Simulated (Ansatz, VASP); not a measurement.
**ScIn2N3: VASP beside Ansatz**

File INCAR:

```
SYSTEM = ScIn2N3
PREC     = Accurate       ! precision mode
ENCUT    = 520            ! plane-wave cutoff, eV
EDIFF    = 1E-7           ! SCF threshold, eV
ISMEAR   = 0              ! smearing method
SIGMA    = 0.1            ! smearing width, eV
LREAL    = .False.        ! projectors in reciprocal space
LASPH    = .True.         ! aspherical terms in the spheres
NELM     = 150            ! most SCF steps
ALGO     = Normal         ! electronic algorithm
ISIF     = 2              ! what is computed and relaxed
LWAVE    = .False.        ! write WAVECAR
LCHARG   = .False.        ! write CHGCAR
ISPIN    = 2              ! spin polarisation
MAGMOM   = 0 0 0 1 1 1    ! initial moments
LORBIT   = 11             ! projections on sites
LMAXMIX  = 4              ! l up to which the mixer works
GGA      = PE             ! functional
NBANDS   = 39             ! bands
```

File KPOINTS:

```
Automatic mesh
0
Gamma
  6 6 2
  0 0 0
```

POSCAR

```
ScIn2N3
1.0
    3.4786949700      0.0000000000      0.0000000000
    0.0000000000      3.4786949700      0.0000000000
    0.0000000000      0.0000000000      7.5585212600
Sc In N
1 2 3
Direct
    0.0000000000      0.0000000000      0.0000000000
    0.5000000000      0.0000000000      0.2626059900
    0.0000000000      0.5000000000      0.7373940100
    0.5000000000      0.0000000000      0.6250519800
    0.0000000000      0.5000000000      0.3749480200
    0.5000000000      0.5000000000      0.0000000000
```

Input for Ansatz:

```yaml
crystal:
  lattice:
    - [3.47869497, 0.0, 0.0]
    - [0.0, 3.47869497, 0.0]
    - [0.0, 0.0, 7.55852126]
  atoms:
    - { symbol: Sc, position: [0.0, 0.0, 0.0] }
    - { symbol: In, position: [0.5, 0.0, 0.26260599] }
    - { symbol: In, position: [0.0, 0.5, 0.73739401] }
    - { symbol: "N", position: [0.5, 0.0, 0.62505198], spin: 1.0 }
    - { symbol: "N", position: [0.0, 0.5, 0.37494802], spin: 1.0 }
    - { symbol: "N", position: [0.5, 0.5, 0.0], spin: 1.0 }
basis:
  ecutwfc: 420
kpoints:
  mp_grid: { grid: [6, 6, 2] }
hamiltonian:
  xc: pbe
scf:
  occupations: { method: gaussian, width: 0.1 }
  lower_state_search: "off"
output:
  forces: true
  stress: true
  eigenvalues: true
  populations: true
magnetization:
  spin_polarized: true
```

Change from the starting cell: species swapped into the Ti2CuSb3 type (P-4m2, No. 115).

Alike in both runs: task single point; functional PBE; k mesh 6 × 6 × 2; occupations gaussian, width 0.1 eV; collinear spin.

```csv
,VASP,Ansatz
version,VASP 6.6.1,Ansatz 0.2.0
potentials or method,"VASP PAW PBE potentials, release 64 (Sc_sv, In_d, N), cutoff 520 eV","scalar-relativistic, plane waves, PAW"
valence electrons in the cell,52,52
```

VASP gave:

| Property | Result |
| --- | --- |
| gap on the k mesh at the Fermi level (eV) | none |
| pressure (GPa) | -8.7 |
| traceless stress, the component that is largest in VASP (GPa) | 16.27 |
| rms of the force components (eV/Å) | 2.015 |
| net moment per atom (μB) | 0.10 |
| size of the moment on the site where the two differ most (μB) | 0.27 |

**Question.** Estimate Ansatz's values.

**Answer.** gap on the k mesh at the Fermi level (eV): none; pressure (GPa): -8.9; traceless stress, the component that is largest in VASP (GPa): 16.31; rms of the force components (eV/Å): 2.010; net moment per atom (μB): 0.10; size of the moment on the site where the two differ most (μB): 0.35.

Site moments also hang on the region over which each program counts them. Atom by atom the forces differ by 0.006 eV/Å (rms over components). A gap of «none» marks a metal or a gap that the smearing closes. The functional is the same, so the differences come from potentials, cutoffs and numerics.

The k mesh is coarse, so the values compare programs but aren't converged.
